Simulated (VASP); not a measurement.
# LiSe3 (P-6m2) in VASP: further runs, part 2 of 2

VASP 6.6.1.

**3. Relaxation of cell and atoms, PBE**

This run uses another cell than the first one, of 25.28 Å³/atom, 0.995 times its volume.

Input file INCAR:

```
SYSTEM = LiSe3
PREC = Accurate ; ENCUT = 600
EDIFF = 1E-7 ; ISMEAR = 0
SIGMA = 0.1 ; LREAL = .False.
LASPH = .True. ; NELM = 60
ALGO = Normal ; ISIF = 3
LWAVE = .False. ; LCHARG = .False.
GGA = PE ; IBRION = 2
NSW = 90 ; EDIFFG = -0.04
```

Input file KPOINTS:

```
Automatic mesh
0
Gamma
  6 6 4
  0 0 0
```

Input file POSCAR:

```
LiSe3
1.0
    3.9651025698      0.0000000000      0.0000000000
   -1.9825512849      3.4338795540      0.0000000000
    0.0000000000      0.0000000000      7.4253283458
Li Se
1 3
Direct
    0.0000000000      0.0000000000      0.5000000000
    0.6666666667      0.3333333333      0.6733547699
    0.6666666667      0.3333333333      0.3266452301
    0.6666666667      0.3333333333      0.0000000000
```

Potentials or basis: VASP PAW PBE potentials, release 64 (Li_sv, Se).

Started as:

```
> cat potpaw_PBE.64/Li_sv/POTCAR potpaw_PBE.64/Se/POTCAR > POTCAR
> mpirun -np 1 vasp_std > vasp.out
```

OUTCAR:

```text
SYSTEM = LiSe3
   PREC = Accurate
   ENCUT = 600
   EDIFF = 1E-7
   ISMEAR = 0
   LREAL = .False.
   LASPH = .True.
   NELM = 60
   ISIF = 3
   GGA = PE
   IBRION = 2
   NSW = 90
   EDIFFG = -0.04

 ion  position               nearest neighbor table
   1  0.000  0.000  0.500-   2 2.63   3 2.63   2 2.63   3 2.63   2 2.63   3 2.63
   2  0.667  0.333  0.673-   4 2.43   3 2.57   1 2.63   1 2.63   1 2.63
   3  0.667  0.333  0.327-   4 2.43   2 2.57   1 2.63   1 2.63   1 2.63
   4  0.667  0.333  0.000-   2 2.43   3 2.43

  LATTYP: Found a hexagonal cell.
 ALAT       =     3.9651025698
 C/A-ratio  =     1.8726699285

  Lattice vectors:

 A1 = (   3.9651025698,   0.0000000000,   0.0000000000)
 A2 = (  -1.9825512849,   3.4338795540,   0.0000000000)
 A3 = (   0.0000000000,   0.0000000000,   7.4253283458)

[... 291 lines left out ...]

 number of electron      20.9999995 magnetization

------------------------ aborting loop because EDIFF is reached ----------------------------------------
[... 71 lines left out ...]
--------------------------------------- Ionic step       10  -------------------------------------------

 number of electron      20.9999994 magnetization

 Free energy of the ion-electron system (eV)
  ---------------------------------------------------
  ext. energy  EPLUGINS =         0.00000000
  ---------------------------------------------------
  free energy    TOTEN  =       -13.06212730 eV

  energy without entropy =      -13.05145216  energy(sigma->0) =      -13.05678973

 E-fermi :   1.6995     XC(G=0):  -8.7678

 val. band max:        1.6879048909   @ k =   0.5000  -0.0000   0.0000
 cond. band min:       1.8510509030   @ k =   0.3333  -0.0000   0.0000
 fundamental gap:      0.1631460121
 Fermi energy:         1.6995090994

 k-point     1 :       0.0000    0.0000    0.0000
  band No.  band energies     occupation
      1     -43.2130      2.00000
      2     -12.3433      2.00000
      3     -10.5089      2.00000
      4      -9.8430      2.00000
      5      -1.8301      2.00000
      6      -0.8763      2.00000
      7       0.8632      2.00000
      8       0.8632      2.00000
      9       2.4168      0.00000
     10       2.4168      0.00000
     11       2.7902      0.00000
     12       2.7902      0.00000
     13       6.5055      0.00000
     14       7.5274      0.00000
[... 369 lines left out ...]
  FREE ENERGIE OF THE ION-ELECTRON SYSTEM (eV)
  ---------------------------------------------------
  free  energy   TOTEN  =       -13.0621272989 eV

  energy  without entropy=      -13.0514521646  energy(sigma->0) =      -13.05678973

 reached required accuracy - stopping structural energy minimisation
```

It took 2 min on 1 thread of Intel Xeon 6975P-C (Granite Rapids), shared host; peak memory 0.26 GiB.

What came out:

* Free energy: -13.0621 eV
* Relaxed volume: 23.88 Å³/atom
* Relaxed cell: a = 3.762 Å, b = 3.762 Å, c = 7.792 Å, α = 90.00°, β = 90.00°, γ = 120.00°
* Space group after relaxing (to 0.05 Å): P-6m2 (No. 187)
* Energy gained by relaxing: 25.5 meV/atom
* Ionic steps: 10
* Pressure after relaxing: -0.1 GPa
* Largest force after relaxing: 0.035 eV/Å

Forces in eV/Å, atoms in the order of the input:
```
Li   0.000  0.000  0.000
Se   0.000  0.000 -0.035
Se   0.000  0.000  0.035
Se   0.000  0.000  0.000
```

Step by step:
```tsv
step	energy change (eV)	largest force (eV/Å)	pressure (GPa)	volume (Å³)
1	0.0000	0.1329	1.47	101.10
2	-0.0534	0.2457	-1.32	104.47
3	-0.0570	0.2314	-0.77	103.77
4	-0.0709	0.1660	-0.65	102.32
5	-0.0968	0.0007	-0.19	98.03
6	-0.0741	0.2046	1.40	89.64
7	-0.1008	0.0754	0.11	95.91
8	-0.1009	0.0857	0.16	95.57
9	-0.0991	0.0441	-0.61	95.41
10	-0.1020	0.0352	-0.14	95.51
```

Final structure:
```cif
data_structure
_symmetry_space_group_name_H-M 'P 1'
_symmetry_Int_Tables_number 1
_cell_length_a 3.7623
_cell_length_b 3.7623
_cell_length_c 7.7916
_cell_angle_alpha 90.000
_cell_angle_beta 90.000
_cell_angle_gamma 120.000
_cell_volume 95.51
loop_
_atom_site_label
_atom_site_type_symbol
_atom_site_fract_x
_atom_site_fract_y
_atom_site_fract_z
_atom_site_occupancy
Li1 Li 0.00000 0.00000 0.50000 1
Se1 Se 0.66667 0.33333 0.68251 1
Se2 Se 0.66667 0.33333 0.31749 1
Se3 Se 0.66667 0.33333 0.00000 1
```

Levels at points of the mesh, in eV from the Fermi level:
```
           k point  band 6  band 7  band 8  band 9  band 10  band 11  band 12  band 13  band 14
(0.00, 0.00, 0.00)   -2.58   -0.84   -0.84    0.72     0.72     1.09     1.09     4.81     5.83
(0.50, 0.00, 0.00)   -2.99   -2.53   -2.11   -1.83    -1.68    -0.01     0.32     5.18     6.25
(0.00, 0.00, 0.50)   -0.43   -0.43   -0.27   -0.27     1.17     1.80     1.80     2.50     5.25
(0.50, 0.00, 0.50)   -3.64   -3.54   -1.19   -1.17    -1.07     1.15     1.73     2.95     4.85
```

Caveat: the cutoff is under 1.25 times the usual one of these potentials, so pressure, stress and relaxed cells hold a basis-set (Pulay) error.
